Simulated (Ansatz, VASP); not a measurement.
# Two plane-wave programs on SnBiO2

File INCAR:

```
  ALGO = Normal
  EDIFF = 1E-7
  ENCUT = 520
  GGA = PE
  ISIF = 2
  ISMEAR = 0
  LASPH = T
  LCHARG = F
  LREAL = F
  LWAVE = F
  NBANDS = 51
  NELM = 80
  PREC = Accurate
  SIGMA = 0.2
```

File KPOINTS:

```
k-points
0
Gamma
  6 6 2
```

File POSCAR:

```
SnBiO2
1.0
    3.4321128838      0.0000000000      0.0000000000
    0.0000000000      3.4381212604      0.0000000000
    0.0000000000      0.0000000000     12.7670297253
Sn Bi O
2 2 4
Direct
    0.5000000000      0.5000000000      0.2500000000
    0.5000000000      0.5000000000      0.7500000000
    0.0000000000      0.0000000000      0.5000000000
    0.0000000000      1.0000000000      0.0000000000
    0.0000000000      0.5000000000      0.3696408350
    1.0000000000      0.5000000000      0.8696408350
    0.0000000000      0.5000000000      0.1303591650
    1.0000000000      0.5000000000      0.6303591650
```

Input for Ansatz:

```yaml
crystal:
  lattice:
    - [3.4321128838, 0.0, 0.0]
    - [0.0, 3.4381212604, 0.0]
    - [0.0, 0.0, 12.7670297253]
  atoms:
    - { symbol: Sn, position: [0.5, 0.5, 0.25] }
    - { symbol: Sn, position: [0.5, 0.5, 0.75] }
    - { symbol: Bi, position: [0.0, 0.0, 0.5] }
    - { symbol: Bi, position: [0.0, 1.0, 0.0] }
    - { symbol: O, position: [0.0, 0.5, 0.369640835] }
    - { symbol: O, position: [1.0, 0.5, 0.869640835] }
    - { symbol: O, position: [0.0, 0.5, 0.130359165] }
    - { symbol: O, position: [1.0, 0.5, 0.630359165] }
basis:
  ecutwfc: 420
kpoints:
  mp_grid: { grid: [6, 6, 2] }
hamiltonian:
  xc: pbe
scf:
  occupations: { method: gaussian, width: 0.2 }
  lower_state_search: "off"
output:
  forces: true
  stress: true
  eigenvalues: true
```

Alike in both runs: task single point; functional PBE; k mesh 6 × 6 × 2; occupations gaussian, width 0.2 eV; no spin polarisation.

```csv
,VASP,Ansatz
version,VASP 6.6.1,Ansatz 0.2.0
potentials or method,"VASP PAW PBE potentials, release 64 (Sn_d, Bi_d, O), cutoff 520 eV","scalar-relativistic, plane waves, PAW"
valence electrons in the cell,82,82
```

|  | VASP | Ansatz | Ansatz less VASP |
| --- | --- | --- | --- |
| gap on the k mesh at the Fermi level (eV) | none | none | - |
| pressure (GPa) | -0.2 | -0.2 | -0.05 |
| traceless stress, the component that is largest in VASP (GPa) | -0.35 | -0.33 | +0.016 |
| rms of the force components (eV/Å) | 0.022 | 0.024 | +0.0020 |

Atom by atom the forces differ by 0.002 eV/Å (rms over components). A gap of «none» marks a metal or a gap that the smearing closes.

Neither program's run includes spin-orbit coupling.
